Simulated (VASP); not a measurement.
Runs of VASP 6.6.1 on Zr. The structure is that of space group P6_3/mmc (No. 194), or close to it. The cells are those of the table. 

```tsv
spin	cell	k mesh	cutoff (eV)	gap on the mesh (eV)	pressure (GPa)
off	a = 3.208, b = 3.208, c = 5.129 Å, angles 90.0, 90.0, 120.0°, 2 atoms	18 × 18 × 10	520	none	3.9
off	a = 3.252, b = 3.252, c = 5.199 Å, angles 90.0, 90.0, 120.0°, 2 atoms	6 × 6 × 3	500	none	0.5
collinear, ferromagnetic start	a = 3.254, b = 3.254, c = 5.189 Å, angles 90.0, 90.0, 120.0°, 2 atoms	6 × 6 × 3	520	none	0.5
off	a = 3.377, b = 3.377, c = 5.399 Å, angles 90.0, 90.0, 120.0°, 2 atoms	18 × 18 × 10	520	none	(a)
off	a = 3.252, b = 3.252, c = 5.199 Å, angles 90.0, 90.0, 120.0°, 2 atoms	18 × 18 × 10	520	none	0.0
off	a = 3.117, b = 3.117, c = 4.982 Å, angles 90.0, 90.0, 120.0°, 2 atoms	18 × 18 × 10	520	none	14.2
off	a = 3.337, b = 3.337, c = 5.334 Å, angles 90.0, 90.0, 120.0°, 2 atoms	18 × 18 × 10	520	none	-6.1
off	a = 3.295, b = 3.295, c = 5.267 Å, angles 90.0, 90.0, 120.0°, 2 atoms	18 × 18 × 10	520	none	-3.3
off	a = 3.163, b = 3.163, c = 5.057 Å, angles 90.0, 90.0, 120.0°, 2 atoms	18 × 18 × 10	520	none	(b)
```

Alike in all rows: task single point; level revPBE; potentials or basis VASP PAW PBE potentials, release 64 (Zr_sv); smearing fermi-dirac 0.1 eV.

Q: Estimate the missing entries.

A: (a) -8.4; (b) 8.6.

Caveats: some runs use coarse meshes; the PAW data sets were made with another functional, which shifts forces and pressure a little.

A k mesh can miss the band edges, and the runs leave out spin-orbit coupling on Zr.

A gap of «none» marks levels without a gap at the run's occupations.
